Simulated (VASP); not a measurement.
# Ag (I4_1/amd) in VASP: further runs

Ag is run at these levels: PBE; tasks: relaxation of shape and atoms at fixed volume.

Everything below comes from runs of VASP 6.6.1. Logs are shortened: lines on timing, memory, paths and dates and some standing lists are left out, and cuts for length are marked.

### Step 1. The cell of the first run

Symmetry: I4_1/amd, No. 141, tetragonal system. The conventional cell has a = 4.725 Å, b = 4.725 Å, c = 2.477 Å, α = 90.00°, β = 90.00°, γ = 90.00°. Ag (site symmetry -4m2) has 10 Ag at 2.44 to 3.01 Å within 3.2 Å.

### Step 2. Relaxation of shape and atoms at fixed volume, PBE

The input, INCAR:

```
SYSTEM = Ag
PREC = Accurate ; ENCUT = 600
EDIFF = 1E-7 ; ISMEAR = -1
SIGMA = 0.1 ; LREAL = .FALSE.
LASPH = .TRUE. ; NELM = 80
ALGO = Normal ; ISIF = 4
LWAVE = .FALSE. ; LCHARG = .FALSE.
GGA = PE ; IBRION = 2
NSW = 50 ; EDIFFG = -0.005
```

The input, KPOINTS:

```
Automatic mesh
0
G
  15 15 15
  0 0 0
```

The input, POSCAR:

```
Ag
1.0
   -2.3626154768      2.3626154768      1.2386324117
    2.3626154768     -2.3626154768      1.2386324117
    2.3626154768      2.3626154768     -1.2386324117
Ag
2
Direct
   -0.3750000000     -0.1250000000     -0.2500000000
    0.3750000000      0.1250000000      0.2500000000
```

Potentials or basis: VASP PAW PBE potentials, release 64 (Ag).

Run with:

```
> cat potpaw_PBE.64/Ag/POTCAR > POTCAR
> mpirun -np 1 vasp_std > vasp.out
```

OUTCAR:

```text
SYSTEM = Ag
   PREC = Accurate
   ENCUT = 600
   EDIFF = 1E-7
   ISMEAR = -1
   LREAL = .FALSE.
   LASPH = .TRUE.
   NELM = 80
   ISIF = 4
   GGA = PE
   IBRION = 2
   NSW = 50
   EDIFFG = -0.005

 ion  position               nearest neighbor table
   1  0.625  0.875  0.750-   2 2.44   2 2.44   2 2.44   2 2.44   2 3.01   2 3.01   2 3.01   2 3.01

   2  0.375  0.125  0.250-   1 2.44   1 2.44   1 2.44   1 2.44   1 3.01   1 3.01   1 3.01   1 3.01

  LATTYP: Found a body centered tetragonal cell.
 ALAT       =     4.7252309536
 C/A-ratio  =     0.5242632260

  Lattice vectors:

 A1 = (  -2.3626154768,   2.3626154768,   1.2386324117)
 A2 = (   2.3626154768,  -2.3626154768,   1.2386324117)
 A3 = (   2.3626154768,   2.3626154768,  -1.2386324117)

Analysis of symmetry for initial positions (statically):
=====================================================================
 Subroutine PRICEL returns:
 Original cell was already a primitive cell.

 Routine SETGRP: Setting up the symmetry group for a
 body centered tetragonal supercell.

 Subroutine GETGRP returns: Found 16 space group operations
 (whereof  4 operations were pure point group operations)
 out of a pool of 16 trial point group operations.

The static configuration has the point symmetry C_2h.
 The point group associated with its full space group is D_4h.

Analysis of symmetry for dynamics (positions and initial velocities):
=====================================================================
 Subroutine PRICEL returns:
 Original cell was already a primitive cell.

 Routine SETGRP: Setting up the symmetry group for a
 body centered tetragonal supercell.

 Subroutine GETGRP returns: Found 16 space group operations
 (whereof  4 operations were pure point group operations)
 out of a pool of 16 trial point group operations.

The dynamic configuration has the point symmetry C_2h.
 The point group associated with its full space group is D_4h.

 Subroutine INISYM returns: Found 16 space group operations
 (whereof  4 operations are pure point group operations),
 and found     1 'primitive' translations

----------------------------------------------------------------------------------------

                                     Primitive cell

  volume of cell :      27.6559

  direct lattice vectors                    reciprocal lattice vectors
    -2.362615477  2.362615477  1.238632412     0.000000000  0.211629867  0.403671013
     2.362615477 -2.362615477  1.238632412     0.211629867  0.000000000  0.403671013
     2.362615477  2.362615477 -1.238632412     0.211629867  0.211629867  0.000000000

  length of vectors
     3.563441319  3.563441319  3.563441319     0.455782281  0.455782281  0.299289829

  position of ions in fractional coordinates (direct lattice)
     0.625000000  0.875000000  0.750000000
     0.375000000  0.125000000  0.250000000

  ion indices of the primitive-cell ions
   primitive index   ion index
                 1           1
                 2           2

----------------------------------------------------------------------------------------

 KPOINTS: Automatic mesh

Automatic generation of k-mesh.
 Grid dimensions read from file:
 generate k-points for:   15   15   15

 Generating k-lattice:

  Cartesian coordinates                     Fractional coordinates (reciprocal lattice)
     0.000000000  0.014108658  0.026911401     0.066666667  0.000000000  0.000000000
     0.014108658  0.000000000  0.026911401     0.000000000  0.066666667  0.000000000
     0.014108658  0.014108658  0.000000000     0.000000000  0.000000000  0.066666667

  Length of vectors
     0.030385485  0.030385485  0.019952655

  Shift w.r.t. Gamma in fractional coordinates (k-lattice)
     0.000000000  0.000000000  0.000000000

 Subroutine IBZKPT returns following result:
 ===========================================

 Found    288 irreducible k-points:

 Following reciprocal coordinates:
            Coordinates               Weight
  0.000000  0.000000  0.000000      1.000000
  0.066667  0.000000 -0.000000      8.000000
  0.133333 -0.000000  0.000000      8.000000
  0.200000 -0.000000  0.000000      8.000000
  0.266667 -0.000000  0.000000      8.000000
  0.333333  0.000000  0.000000      8.000000
[... 16 lines left out ...]
  0.133333  0.133333  0.000000      8.000000
  0.200000  0.133333  0.000000     16.000000
 [... further k-points ...]
   k-points           NKPTS =    288   k-points in BZ     NKDIM =    288   number of bands    NBANDS=     15
   number of dos      NEDOS =    301   number of ions     NIONS =      2
   total plane-waves  NPLWV =  21952
   dimension x,y,z NGX =    28 NGY =   28 NGZ =   28
   dimension x,y,z NGXF=    56 NGYF=   56 NGZF=   56
   ions per type =               2
   NGX,Y,Z   is equivalent  to a cutoff of  13.06, 13.06, 13.06 a.u.
   NGXF,Y,Z  is equivalent  to a cutoff of  26.13, 26.13, 26.13 a.u.
 SYSTEM =  Ag
   PREC   = accura    normal or accurate (medium, high low for compatibility)
   ISTART =      0    job   : 0-new  1-cont  2-samecut
   ICHARG =      2    charge: 1-file 2-atom 10-const
   ISPIN  =      1    spin polarized calculation?
   LNONCOLLINEAR =      F non collinear calculations
   LSORBIT =      F    spin-orbit coupling
   LASPH  =      T    aspherical Exc in radial PAW
   ENCUT  =  600.0 eV  44.10 Ry    6.64 a.u.   7.12  7.12  7.12*2*pi/ulx,y,z
   NELM   =     80;   NELMIN=  2; NELMDL= -5     # of ELM steps
   EDIFF  = 0.1E-06   stopping-criterion for ELM
   LREAL  =      F    real-space projection
   EDIFFG = -.5E-02   stopping-criterion for IOM
   NSW    =     50    number of steps for IOM
   IBRION =      2    ionic relax: 0-MD 1-quasi-New 2-CG
   NFREE  =      1    steps in history (QN), initial steepest desc. (CG)
   ISIF   =      4    stress and relaxation
   ISYM   =      2    0-nonsym 1-usesym 2-fastsym
   POTIM  = 0.5000    time-step for ionic-motion
   TEBEG  =    0.0;   TEEND  =   0.0 temperature during run
   PSTRESS=    0.0 pullay stress
   NELECT =      22.0000    total number of electrons
   NUPDOWN=      -1.0000    fix difference up-down
   EMIN   =  10.00;   EMAX   =-10.00  energy-range for DOS
   EFERMI =   0.00;   METHOD = LEGACY
   ISMEAR =    -1;   SIGMA  =   0.10  broadening in eV -4-tet -1-fermi 0-gaus
   EFERMI_NEDOS =   21; number of points for ismear=-14 and -15
   IALGO  =     38    algorithm
   IMIX   =      4    mixing-type and parameters
     AMIX     =   0.40;   BMIX     =  1.00
     AMIX_MAG =   1.60;   BMIX_MAG =  1.00
  volume/ion in A,a.u.               =      13.83        93.32
  Fermi-wavevector in a.u.,A,eV,Ry     =   1.516886  2.866499 31.306223  2.300943
  Thomas-Fermi vector in A             =   2.626215
   LORBIT       =      0    0 simple, 1 ext, 2 COOP (PROOUT), +10 PAW based schemes
   GGA     = PE    functional components
   LHFCALC =     F    Hartree Fock is set to
   AEXX    =    0.0000 exact exchange contribution
   IVDW    =     0    specifies the selected vdW correction
   LEPSILON=     F    determine dielectric tensor
   LRPA    =     F    only Hartree local field effects (RPA)
 conjugate gradient relaxation of ions
 non-spin polarized calculation
  energy-cutoff  :      600.00
  volume of cell :       27.66
 maximum number of plane-waves:       940
   NGX = 15   NGY = 15   NGZ = 15

--------------------------------------- Ionic step        1  -------------------------------------------

 number of electron      21.9999993 magnetization

 Free energy of the ion-electron system (eV)
  ---------------------------------------------------
  ext. energy  EPLUGINS =         0.00000000
  ---------------------------------------------------
  free energy    TOTEN  =        -3.17494846 eV

  energy without entropy =       -3.15964990  energy(sigma->0) =       -3.16729918

------------------------ aborting loop because EDIFF is reached ----------------------------------------

  FORCE on cell =-STRESS in cart. coord.  units (eV):
  Direction    XX          YY          ZZ          XY          YZ          ZX
  --------------------------------------------------------------------------------------
  -------------------------------------------------------------------------------------
  Total       11.9707317     11.9707317     12.8836636      0.0000000     -0.0000000     -0.0000000
  in kB      693.4940789    693.4940789    746.3824832      0.0000000     -0.0000000     -0.0000000
  external PRESSURE =     711.1235470 kB  Pullay stress =       0.0000000 kB
[... 57 lines left out ...]
  energy  without entropy=       -3.1595309962  energy(sigma->0) =       -3.16634336

--------------------------------------- Ionic step        3  -------------------------------------------

 number of electron      21.9999996 magnetization

 Free energy of the ion-electron system (eV)
  ---------------------------------------------------
  ext. energy  EPLUGINS =         0.00000000
  ---------------------------------------------------
  free energy    TOTEN  =        -3.17786256 eV

  energy without entropy =       -3.16338332  energy(sigma->0) =       -3.17062294

 E-fermi :  11.8063     XC(G=0): -13.4419

 val. band max:       11.7869948929   @ k =  -0.3333   0.4000   0.2000
 cond. band min:      11.8421125976   @ k =  -0.3333  -0.4667   0.3333
 fundamental gap:      0.0551177047
 Fermi energy:        11.8063212856

 k-point     1 :       0.0000    0.0000    0.0000
  band No.  band energies     occupation
      1       2.3706      2.00000
      2       3.3563      2.00000
      3       3.9124      2.00000
      4       4.4522      2.00000
      5       4.7362      2.00000
      6       7.6736      2.00000
      7       7.6736      2.00000
      8       7.7193      2.00000
      9       7.7193      2.00000
     10       8.8654      2.00000
     11       9.8375      2.00000
     12      16.4791      0.00000
     13      16.4791      0.00000
     14      24.2981      0.00000
     15      24.6343      0.00000
[... 397 lines left out ...]
 k-point    24 :       0.2000    0.1333    0.0000
  band No.  band energies     occupation
      1       4.0609      2.00000
      2       4.2336      2.00000
      3       4.6597      2.00000
      4       5.4222      2.00000
      5       5.6096      2.00000
      6       6.3687      2.00000
      7       6.6053      2.00000
      8       7.9879      2.00000
      9       8.2708      2.00000
     10       8.4393      2.00000
     11       9.3963      2.00000
     12      18.1600      0.00000
     13      20.8260      0.00000
     14      22.0657      0.00000
     15      24.6375      0.00000

 [... further k-points ...]
[... 5 lines left out ...]
  --------------------------------------------------------------------------------------
  -------------------------------------------------------------------------------------
  Total       12.2600997     12.2600997     12.2576540      0.0000000      0.0000000     -0.0000000
  in kB      710.2578841    710.2578841    710.1162003      0.0000000      0.0000000     -0.0000000
  external PRESSURE =     710.2106562 kB  Pullay stress =       0.0000000 kB
[... 17 lines left out ...]
  FREE ENERGIE OF THE ION-ELECTRON SYSTEM (eV)
  ---------------------------------------------------
  free  energy   TOTEN  =        -3.1778625641 eV

  energy  without entropy=       -3.1633833241  energy(sigma->0) =       -3.17062294

 reached required accuracy - stopping structural energy minimisation
```

Wall time 5.2 min (1 thread of Oxide Virtual Turin-like, shared host); peak memory 0.23 GiB.

Results:

* Free energy: -3.1779 eV
* Energy gained by relaxing: 1.5 meV/atom
* Ionic steps: 3
* Pressure after relaxing: 71.0 GPa
* Band gap on the k mesh: zero (bands 11 and 12 overlap by 6.50 eV)

The path:
| step | energy change (eV) | largest force (eV/Å) | pressure (GPa) | volume (Å³) |
| --- | --- | --- | --- | --- |
| 1 | 0.0000 | 0.0000 | 71.11 | 27.66 |
| 2 | 0.0018 | 0.0000 | 71.04 | 27.66 |
| 3 | -0.0029 | 0.0000 | 71.02 | 27.66 |

Final structure:
```
Ag
1.0
    -2.35504    2.35504    1.24662
     2.35504   -2.35504    1.24662
     2.35504    2.35504   -1.24662
Ag
2
Direct
  0.62500 0.87500 0.75000
  0.37500 0.12500 0.25000
```

Levels at points of the mesh, in eV from the Fermi level:
```tsv
k point	band 7	band 8	band 9	band 10	band 11	band 12	band 13	band 14	band 15
(0.00, 0.00, 0.00)	-4.13	-4.09	-4.09	-2.94	-1.97	4.67	4.67	12.49	12.83
```

### Step 3. Relaxation of shape and atoms at fixed volume, PBE

This run uses another cell than the first one, of 15.80 Å³/atom.

The input, INCAR:

```
SYSTEM = Ag
ALGO     = Normal         ! electronic algorithm
EDIFF    = 1E-6           ! SCF threshold, eV
EDIFFG   = -0.005         ! ionic threshold
ENCUT    = 600            ! plane-wave cutoff, eV
GGA      = PE             ! functional
IBRION   = 2              ! ionic algorithm
ISIF     = 4              ! what is computed and relaxed
ISMEAR   = -1             ! smearing method
LASPH    = .TRUE.         ! aspherical terms in the spheres
LCHARG   = .FALSE.        ! write CHGCAR
LREAL    = .FALSE.        ! projectors in reciprocal space
LWAVE    = .FALSE.        ! write WAVECAR
NELM     = 80             ! most SCF steps
NSW      = 50             ! ionic steps
PREC     = Accurate       ! precision mode
SIGMA    = 0.1            ! smearing width, eV
```

The input, KPOINTS:

```
k-points
0
G
  15 15 15
  0 0 0
```

The input, POSCAR:

```
Ag
1.0
   -2.4701520871      2.4701520871      1.2950099019
    2.4701520871     -2.4701520871      1.2950099019
    2.4701520871      2.4701520871     -1.2950099019
Ag
2
Direct
   -0.3750000000     -0.1250000000     -0.2500000000
    0.3750000000      0.1250000000      0.2500000000
```

Potentials or basis: VASP PAW PBE potentials, release 64 (Ag).

Run with:

```
> cat potpaw_PBE.64/Ag/POTCAR > POTCAR
> mpirun -np 1 vasp_std > vasp.out
```

It took 5.5 min on 1 thread of Oxide Virtual Turin-like, shared host; peak memory 0.25 GiB.

The run converged. Its results:

| Quantity | Value |
| --- | --- |
| Free energy | -4.3746 eV |
| Energy gained by relaxing | 0.6 meV/atom |
| Ionic steps | 3 |
| Pressure after relaxing | 30.5 GPa |
| Band gap on the k mesh | zero (bands 11 and 12 overlap by 6.09 eV) |

The path:
```csv
step,energy change (eV),largest force (eV/Å),pressure (GPa),volume (Å³)
1,0.0000,0.0000,30.59,31.61
2,-0.0008,0.0000,30.52,31.61
3,-0.0012,0.0000,30.54,31.61
```

Final structure:
```yaml
crystal:
  lattice:
    - [-2.46412, 2.46412, 1.30135]
    - [2.46412, -2.46412, 1.30135]
    - [2.46412, 2.46412, -1.30135]
  atoms:
    - { symbol: Ag, position: [0.62500, 0.87500, 0.75000] }
    - { symbol: Ag, position: [0.37500, 0.12500, 0.25000] }
```

Levels at points of the mesh, in eV from the Fermi level:
| k point | band 9 | band 10 | band 11 | band 12 | band 13 | band 14 |
| --- | --- | --- | --- | --- | --- | --- |
| (0.00, 0.00, 0.00) | -3.78 | -2.90 | -2.11 | 4.49 | 4.49 | 10.91 |

The gap in the log of VASP goes by the Fermi energy; the results here count the filled bands.